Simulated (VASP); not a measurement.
# BeTe in VASP: a series of runs

BeTe is run at these levels: PBEsol; tasks: single point.

Everything below comes from runs of VASP 6.6.1. Logs are shortened: lines on timing, memory, paths and dates and some standing lists are left out, and cuts for length are marked.

## 1. The cell of the first run

The structure is cubic, space group F-43m (No. 216). Conventional cell: a = 5.606 Å, b = 5.606 Å, c = 5.606 Å, α = 90.00°, β = 90.00°, γ = 90.00°. Within 3.2 Å of Be (site symmetry -43m) lie 4 Te at 2.43 Å. Te (site symmetry -43m) has 4 Be at 2.43 Å within 3.2 Å.

## 2. Single point, PBEsol

INCAR

```
ALGO     = Normal         # electronic algorithm
EDIFF    = 1E-6           # SCF threshold, eV
ENCUT    = 600            # plane-wave cutoff, eV
GGA      = PS             # functional
GGA_COMPAT= F            
ISIF     = 2              # what is computed and relaxed
ISMEAR   = 0              # smearing method
LASPH    = T              # aspherical terms in the spheres
LCHARG   = T              # write CHGCAR
LELF     = T              # ELF
LREAL    = F              # projectors in reciprocal space
LVHAR    = T            
LWAVE    = F              # write WAVECAR
NBANDS   = 11             # bands
NELM     = 120            # most SCF steps
PREC     = Accurate       # precision mode
SIGMA    = 0.01           # smearing width, eV
```

KPOINTS

```
k-points
0
Gamma
  8 8 8
```

POSCAR

```
BeTe
1.0
    0.0000000000      2.8028623727      2.8028623727
    2.8028623727      0.0000000000      2.8028623727
    2.8028623727      2.8028623727      0.0000000000
Be Te
1 1
Direct
    0.0000000000      0.0000000000      0.0000000000
    0.7500000000      0.7500000000      0.7500000000
```

Potentials or basis: VASP PAW PBE potentials, release 64 (Be, Te).

Launch:

```sh
$ cat potpaw_PBE.64/Be/POTCAR potpaw_PBE.64/Te/POTCAR > POTCAR
$ mpirun -np 1 vasp_std > vasp.out
```

OUTCAR:

```text
EDIFF = 1E-6
   ENCUT = 600
   GGA = PS
   ISIF = 2
   ISMEAR = 0
   LASPH = T
   LREAL = F
   NELM = 120
   PREC = Accurate

 ion  position               nearest neighbor table
   1  0.000  0.000  0.000-   2 2.43   2 2.43   2 2.43   2 2.43
   2  0.750  0.750  0.750-   1 2.43   1 2.43   1 2.43   1 2.43

  LATTYP: Found a face centered cubic cell.
 ALAT       =     5.6057247454

  Lattice vectors:

 A1 = (   0.0000000000,   2.8028623727,   2.8028623727)
 A2 = (   2.8028623727,   0.0000000000,   2.8028623727)
 A3 = (   2.8028623727,   2.8028623727,   0.0000000000)

Analysis of symmetry for initial positions (statically):
=====================================================================
 Subroutine PRICEL returns:
 Original cell was already a primitive cell.

 Routine SETGRP: Setting up the symmetry group for a
 face centered cubic supercell.

 Subroutine GETGRP returns: Found 24 space group operations
 (whereof 24 operations were pure point group operations)
 out of a pool of 48 trial point group operations.

The static configuration has the point symmetry T_d .

Analysis of symmetry for dynamics (positions and initial velocities):
=====================================================================
 Subroutine PRICEL returns:
 Original cell was already a primitive cell.

 Routine SETGRP: Setting up the symmetry group for a
 face centered cubic supercell.

 Subroutine GETGRP returns: Found 24 space group operations
 (whereof 24 operations were pure point group operations)
 out of a pool of 48 trial point group operations.

The dynamic configuration has the point symmetry T_d .

 Subroutine INISYM returns: Found 24 space group operations
 (whereof 24 operations are pure point group operations),
 and found     1 'primitive' translations

----------------------------------------------------------------------------------------

                                     Primitive cell

  volume of cell :      44.0388

  direct lattice vectors                    reciprocal lattice vectors
     0.000000000  2.802862373  2.802862373    -0.178389066  0.178389066  0.178389066
     2.802862373  0.000000000  2.802862373     0.178389066 -0.178389066  0.178389066
     2.802862373  2.802862373  0.000000000     0.178389066  0.178389066 -0.178389066

  length of vectors
     3.963845981  3.963845981  3.963845981     0.308978925  0.308978925  0.308978925

  position of ions in fractional coordinates (direct lattice)
     0.000000000  0.000000000  0.000000000
     0.750000000  0.750000000  0.750000000

  ion indices of the primitive-cell ions
   primitive index   ion index
                 1           1
                 2           2

----------------------------------------------------------------------------------------

 KPOINTS: k-points

Automatic generation of k-mesh.
 Grid dimensions read from file:
 generate k-points for:    8    8    8

 Generating k-lattice:

  Cartesian coordinates                     Fractional coordinates (reciprocal lattice)
    -0.022298633  0.022298633  0.022298633     0.125000000  0.000000000  0.000000000
     0.022298633 -0.022298633  0.022298633     0.000000000  0.125000000  0.000000000
     0.022298633  0.022298633 -0.022298633     0.000000000  0.000000000  0.125000000

  Length of vectors
     0.038622366  0.038622366  0.038622366

  Shift w.r.t. Gamma in fractional coordinates (k-lattice)
     0.000000000  0.000000000  0.000000000

 Subroutine IBZKPT returns following result:
 ===========================================

 Found     29 irreducible k-points:

 Following reciprocal coordinates:
            Coordinates               Weight
  0.000000  0.000000  0.000000      1.000000
  0.125000  0.000000  0.000000      8.000000
  0.250000  0.000000  0.000000      8.000000
  0.375000  0.000000  0.000000      8.000000
  0.500000  0.000000  0.000000      4.000000
  0.125000  0.125000  0.000000      6.000000
[... 16 lines left out ...]
  0.500000  0.250000  0.125000     48.000000
 -0.375000  0.250000  0.125000     24.000000
 [... further k-points ...]
   k-points           NKPTS =     29   k-points in BZ     NKDIM =     29   number of bands    NBANDS=     11
   number of dos      NEDOS =    301   number of ions     NIONS =      2
   total plane-waves  NPLWV =  32768
   dimension x,y,z NGX =    32 NGY =   32 NGZ =   32
   dimension x,y,z NGXF=    64 NGYF=   64 NGZF=   64
   ions per type =               1   1
   NGX,Y,Z   is equivalent  to a cutoff of  13.42, 13.42, 13.42 a.u.
   NGXF,Y,Z  is equivalent  to a cutoff of  26.84, 26.84, 26.84 a.u.
 SYSTEM =  unknown system
   PREC   = accura    normal or accurate (medium, high low for compatibility)
   ISTART =      0    job   : 0-new  1-cont  2-samecut
   ICHARG =      2    charge: 1-file 2-atom 10-const
   ISPIN  =      1    spin polarized calculation?
   LNONCOLLINEAR =      F non collinear calculations
   LSORBIT =      F    spin-orbit coupling
   LASPH  =      T    aspherical Exc in radial PAW
   ENCUT  =  600.0 eV  44.10 Ry    6.64 a.u.   7.92  7.92  7.92*2*pi/ulx,y,z
   NELM   =    120;   NELMIN=  2; NELMDL= -5     # of ELM steps
   EDIFF  = 0.1E-05   stopping-criterion for ELM
   LREAL  =      F    real-space projection
   EDIFFG = 0.1E-04   stopping-criterion for IOM
   NSW    =      0    number of steps for IOM
   IBRION =     -1    ionic relax: 0-MD 1-quasi-New 2-CG
   NFREE  =      0    steps in history (QN), initial steepest desc. (CG)
   ISIF   =      2    stress and relaxation
   ISYM   =      2    0-nonsym 1-usesym 2-fastsym
   POTIM  = 0.5000    time-step for ionic-motion
   TEBEG  =    0.0;   TEEND  =   0.0 temperature during run
   PSTRESS=    0.0 pullay stress
   NELECT =       8.0000    total number of electrons
   NUPDOWN=      -1.0000    fix difference up-down
   EMIN   =  10.00;   EMAX   =-10.00  energy-range for DOS
   EFERMI =   0.00;   METHOD = LEGACY
   ISMEAR =     0;   SIGMA  =   0.01  broadening in eV -4-tet -1-fermi 0-gaus
   EFERMI_NEDOS =   21; number of points for ismear=-14 and -15
   IALGO  =     38    algorithm
   IMIX   =      4    mixing-type and parameters
     AMIX     =   0.40;   BMIX     =  1.00
     AMIX_MAG =   1.60;   BMIX_MAG =  1.00
  volume/ion in A,a.u.               =      22.02       148.59
  Fermi-wavevector in a.u.,A,eV,Ry     =   0.927171  1.752099 11.696188  0.859646
  Thomas-Fermi vector in A             =   2.053212
   LORBIT       =      0    0 simple, 1 ext, 2 COOP (PROOUT), +10 PAW based schemes
   GGA     = PS    functional components
   LHFCALC =     F    Hartree Fock is set to
   AEXX    =    0.0000 exact exchange contribution
   IVDW    =     0    specifies the selected vdW correction
   LEPSILON=     F    determine dielectric tensor
   LRPA    =     F    only Hartree local field effects (RPA)
 non-spin polarized calculation
 Gauss-broadening in eV      SIGMA  =   0.01
  energy-cutoff  :      600.00
  volume of cell :       44.04
 maximum number of plane-waves:      1480
   NGX = 15   NGY = 15   NGZ = 15

 number of electron       8.0000000 magnetization

 Free energy of the ion-electron system (eV)
  ---------------------------------------------------
  ext. energy  EPLUGINS =         0.00000000
  ---------------------------------------------------
  free energy    TOTEN  =        -8.21588147 eV

  energy without entropy =       -8.21588147  energy(sigma->0) =       -8.21588147

 E-fermi :   5.2160     XC(G=0):  -9.2574

 val. band max:        5.1607209476   @ k =   0.0000   0.0000   0.0000
 cond. band min:       6.9794849723   @ k =   0.5000   0.5000   0.0000
 fundamental gap:      1.8187640247
 Fermi energy:         5.2159863900

 k-point     1 :       0.0000    0.0000    0.0000
  band No.  band energies     occupation
      1      -7.2652      2.00000
      2       5.1607      2.00000
      3       5.1607      2.00000
      4       5.1607      2.00000
      5       8.7483      0.00000
      6       8.7483      0.00000
      7       8.7483      0.00000
      8       8.9939      0.00000
      9      13.3724      0.00000
     10      15.4321      0.00000
     11      15.4321      0.00000

 k-point     2 :       0.1250    0.0000    0.0000
  band No.  band energies     occupation
      1      -7.1141      2.00000
      2       3.8134      2.00000
      3       4.9185      2.00000
      4       4.9185      2.00000
      5       8.6818      0.00000
      6       9.0994      0.00000
      7       9.0994      0.00000
      8      10.3023      0.00000
      9      13.7915      0.00000
     10      14.4386      0.00000
     11      14.4386      0.00000

 k-point     3 :       0.2500    0.0000    0.0000
  band No.  band energies     occupation
      1      -6.6963      2.00000
      2       1.7673      2.00000
      3       4.4696      2.00000
      4       4.4696      2.00000
      5       8.4630      0.00000
      6       9.6311      0.00000
      7       9.6311      0.00000
      8      12.2071      0.00000
      9      14.0953      0.00000
     10      14.1579      0.00000
     11      14.1579      0.00000

 k-point     4 :       0.3750    0.0000    0.0000
  band No.  band energies     occupation
      1      -6.1616      2.00000
      2       0.1486      2.00000
      3       4.1261      2.00000
      4       4.1261      2.00000
      5       8.2926      0.00000
      6       9.7492      0.00000
      7       9.7492      0.00000
      8      12.8876      0.00000
      9      14.9104      0.00000
     10      15.2305      0.00000
     11      15.2305      0.00000
[... 239 lines left out ...]
 k-point    22 :       0.3750    0.2500    0.1250
  band No.  band energies     occupation
      1      -6.3503      2.00000
      2       1.5214      2.00000
      3       2.8485      2.00000
      4       3.9020      2.00000
      5       8.6984      0.00000
      6      10.0404      0.00000
      7      10.4642      0.00000
      8      11.4685      0.00000
      9      14.2278      0.00000
     10      15.6661      0.00000
     11      16.3141      0.00000

 k-point    23 :       0.5000    0.2500    0.1250
  band No.  band energies     occupation
      1      -5.8747      2.00000
      2       0.4406      2.00000
      3       2.3046      2.00000
      4       3.4318      2.00000
      5       9.1420      0.00000
      6       9.8196      0.00000
      7      11.0557      0.00000
      8      12.0901      0.00000
      9      14.9993      0.00000
     10      15.4761      0.00000
     11      17.3837      0.00000

 k-point    24 :      -0.3750    0.2500    0.1250
  band No.  band energies     occupation
      1      -5.6333      2.00000
      2      -0.0690      2.00000
      3       2.1963      2.00000
      4       3.2017      2.00000
      5       9.2984      0.00000
      6       9.5138      0.00000
      7      11.8606      0.00000
      8      12.9215      0.00000
      9      13.6033      0.00000
     10      16.7180      0.00000
     11      17.0250      0.00000

 [... further k-points ...]

------------------------ aborting loop because EDIFF is reached ----------------------------------------

  FORCE on cell =-STRESS in cart. coord.  units (eV):
  Direction    XX          YY          ZZ          XY          YZ          ZX
  --------------------------------------------------------------------------------------
  -------------------------------------------------------------------------------------
  Total        0.0625579      0.0625579      0.0625579     -0.0000000      0.0000000     -0.0000000
  in kB        2.2759241      2.2759241      2.2759241     -0.0000000      0.0000000     -0.0000000
  external PRESSURE =       2.2759241 kB  Pullay stress =       0.0000000 kB

 VOLUME and BASIS-vectors are now :
 -----------------------------------------------------------------------------
  energy-cutoff  :      600.00
  volume of cell :       44.04
      direct lattice vectors                 reciprocal lattice vectors
     0.000000000  2.802862373  2.802862373    -0.178389066  0.178389066  0.178389066
     2.802862373  0.000000000  2.802862373     0.178389066 -0.178389066  0.178389066
     2.802862373  2.802862373  0.000000000     0.178389066  0.178389066 -0.178389066

 POSITION                                       TOTAL-FORCE (eV/Angst)
 -----------------------------------------------------------------------------------
      0.00000      0.00000      0.00000        -0.000000     -0.000000      0.000000
      4.20429      4.20429      4.20429         0.000000      0.000000     -0.000000
 -----------------------------------------------------------------------------------
    total drift:                               -0.000000     -0.000000     -0.000000

  FREE ENERGIE OF THE ION-ELECTRON SYSTEM (eV)
  ---------------------------------------------------
  free  energy   TOTEN  =        -8.2158814671 eV

  energy  without entropy=       -8.2158814671  energy(sigma->0) =       -8.21588147
```

Wall time 15 s (1 thread of Intel Xeon 8259CL, shared host); peak memory 0.18 GiB.

Results:

```yaml
Free_energy: -8.2159 eV
Pressure: 0.2 GPa
Band_gap_on_the_k_mesh: 1.82 eV (least direct gap 3.59 eV)
```

Caveat: the PAW data sets were made with another functional, which shifts forces and pressure a little; spin-orbit coupling is left out, which moves the levels of the heavy elements.

## 3. Single point, PBEsol

INCAR

```
SYSTEM = BeTe
ALGO = Normal
EDIFF = 1E-6
ENCUT = 600
GGA = PS
GGA_COMPAT = .False.
ISIF = 2
ISMEAR = -1
LASPH = .True.
LCHARG = .False.
LREAL = .False.
LWAVE = .False.
NBANDS = 11
NELM = 120
PREC = Accurate
SIGMA = 0.05
```

KPOINTS

```
k-points
0
Gamma
  10 10 10
  0 0 0
```

POSCAR

```
BeTe
1.0
    0.0000000000      2.8027859738      2.8027859738
    2.8027859738      0.0000000000      2.8027859738
    2.8027859738      2.8027859738      0.0000000000
Be Te
1 1
Direct
    0.0000000000      0.0000000000      0.0000000000
    0.7500000000      0.7500000000      0.7500000000
```

Potentials or basis: VASP PAW PBE potentials, release 64 (Be, Te).

Launch:

```sh
$ cat potpaw_PBE.64/Be/POTCAR potpaw_PBE.64/Te/POTCAR > POTCAR
$ mpirun -np 1 vasp_std > vasp.out
```

It took 23 s on 1 thread of Intel Xeon 8259CL, shared host; peak memory 0.19 GiB.

Results (log left out):

```
Free energy            : -8.2165 eV
Pressure               : 0.2 GPa
Band gap on the k mesh : 1.82 eV (least direct gap 3.59 eV)
```

Levels at points of the mesh, in eV from the valence-band top:
```
           k point  band 2  band 3  band 4  band 5  band 6  band 7
(0.00, 0.00, 0.00)    0.00    0.00    0.00    3.59    3.59    3.59
(0.50, 0.00, 0.00)   -5.67   -1.16   -1.16    3.07    4.55    4.55
(0.50, 0.50, 0.00)   -5.21   -2.71   -2.71    1.82    2.59    9.80
```

Caveat: the PAW data sets were made with another functional, which shifts forces and pressure a little; spin-orbit coupling is left out, which moves the levels of the heavy elements.

## 4. Single point, PBEsol (z stretched by -0.5 %, x and y held)

INCAR

```
SYSTEM = BeTe
PREC = Accurate ; ENCUT = 600
EDIFF = 1E-6 ; ISMEAR = 0
SIGMA = 0.01 ; LREAL = .FALSE.
LASPH = .TRUE. ; NELM = 120
ALGO = Normal ; ISIF = 2
LWAVE = .FALSE. ; LCHARG = .FALSE.
GGA = PS ; NBANDS = 11
GGA_COMPAT = .FALSE.
```

KPOINTS

```
Automatic mesh
0
G
  8 8 8
  0 0 0
```

POSCAR

```
BeTe
1.0
    0.0000000000      2.8027859738      2.7887720440
    2.8027859738      0.0000000000      2.7887720440
    2.8027859738      2.8027859738      0.0000000000
Be Te
1 1
Direct
    0.0000000000      0.0000000000      0.0000000000
    0.7500000000      0.7500000000      0.7500000000
```

Launch:

```sh
$ cat potpaw_PBE.64/Be/POTCAR potpaw_PBE.64/Te/POTCAR > POTCAR
$ mpirun -np 1 vasp_std > vasp.out
```

Wall time 24 s (1 thread of Intel Xeon 8259CL, shared host); peak memory 0.2 GiB.

The run converged. Its results:

| Item | Value |
| --- | --- |
| Free energy | -8.2152 eV |
| Pressure | 0.5 GPa |
| Band gap on the k mesh | 1.76 eV (least direct gap 3.56 eV) |

Stress tensor (GPa, compression positive):
```
0.44 0.00 0.00
0.00 0.44 0.00
0.00 0.00 0.74
```

Levels at points of the mesh, in eV from the valence-band top:
```csv
k point,band 1,band 2,band 3,band 4,band 5,band 6,band 7,band 8,band 9
"(0.00, 0.00, 0.00)",-12.48,-0.03,-0.03,0.00,3.56,3.57,3.57,3.85,8.20
"(0.50, 0.00, 0.00)",-11.08,-5.72,-1.21,-1.16,3.07,4.51,4.55,7.64,10.90
"(0.50, 0.50, 0.00)",-10.56,-5.23,-2.77,-2.77,1.76,2.54,9.81,9.81,11.63
"(0.50, 0.00, 0.50)",-10.58,-5.26,-2.74,-2.73,1.80,2.58,9.80,9.82,11.59
```

Caveat: the cell differs from its parent crystal (z stretched by -0.5 %, x and y held); the PAW data sets were made with another functional, which shifts forces and pressure a little; spin-orbit coupling is left out, which moves the levels of the heavy elements. A k mesh can miss the band edges.

## 5. Summary

```tsv
cell	k mesh	smearing	gap on the mesh (eV)	pressure (GPa)
a = 3.964 Å, angles 60.0°, 2 atoms	8 × 8 × 8	gaussian 0.01 eV	1.82	0.2
a = 3.964 Å, angles 60.0°, 2 atoms	10 × 10 × 10	fermi-dirac 0.05 eV	1.82	0.2
a = 3.954, b = 3.954, c = 3.964 Å, angles 59.9, 59.9, 60.2°, 2 atoms	8 × 8 × 8	gaussian 0.01 eV	1.76	0.5
```

Alike in all rows: task single point; level PBEsol; potentials or basis VASP PAW PBE potentials, release 64 (Be, Te); no spin polarisation; cutoff (eV) 600.

Caveats: the PAW data sets were made with another functional, which shifts forces and pressure a little; spin-orbit coupling is left out, which moves the levels of the heavy elements.

Absolute energies hang on the potentials; compare differences alone.
